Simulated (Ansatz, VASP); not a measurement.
**Ir: VASP beside Ansatz**

Contents of INCAR:

```
PREC = Accurate
ENCUT = 520
EDIFF = 1E-6
ISMEAR = 1
SIGMA = 0.1
LREAL = False
LASPH = True
NELM = 60
ALGO = Normal
ISIF = 2
LWAVE = False
LCHARG = False
GGA = PS
NBANDS = 16
```

Contents of KPOINTS:

```
Automatic mesh
0
Gamma
  12 12 7
```

POSCAR

```
Ir
1.0
    2.7282559742      0.0000000000      0.0000000000
   -1.3641279921      2.3627389835      0.0000000000
    0.0000000000      0.0000000000      4.4247899918
Ir
2
Direct
    0.6666666667      0.3333333333      0.7500000000
    0.3333333333      0.6666666667      0.2500000000
```

Input for Ansatz:

```yaml
crystal:
  lattice:
    - [2.728255974231046, 0.0, 0.0]
    - [-1.364127992073504, 2.3627389835443817, 0.0]
    - [0.0, 0.0, 4.424789991770798]
  atoms:
    - { symbol: Ir, position: [0.6666666666666666, 0.3333333333333333, 0.75] }
    - { symbol: Ir, position: [0.3333333333333333, 0.6666666666666666, 0.25] }
basis:
  ecutwfc: 500.0
kpoints:
  mp_grid:
    grid: [12, 12, 7]
hamiltonian:
  xc: pbesol
  pseudopotentials:
    kind: paw
scf:
  occupations:
    method: cold
    width: 0.1
output:
  stress: true
```

Alike in both runs: task single point; functional PBEsol; k mesh 12 × 12 × 7; no spin polarisation.

|  | VASP | Ansatz |
| --- | --- | --- |
| version | VASP 6.6.1 | Ansatz 0.2.0 |
| potentials or method | VASP PAW PBE potentials, release 64 (Ir), cutoff 520 eV | plane waves, PAW |
| occupations | methfessel-paxton of order 1, width 0.1 eV | cold, width 0.1 eV |
| valence electrons in the cell | 18 | 34 |

Ansatz gave:

| Quantity | Value |
| --- | --- |
| pressure (GPa) | -4.1 |
| traceless stress, the component that is largest in VASP (GPa) | 1.23 |

Estimate VASP's values.

pressure (GPa): -3.2; traceless stress, the component that is largest in VASP (GPa): 1.31.

VASP's potentials were made for PBE, not for PBEsol. VASP's potentials hold 18 valence electrons a cell and Ansatz's 34, so a difference there can come from the potentials and not from the codes.

Spin-orbit coupling is off throughout.
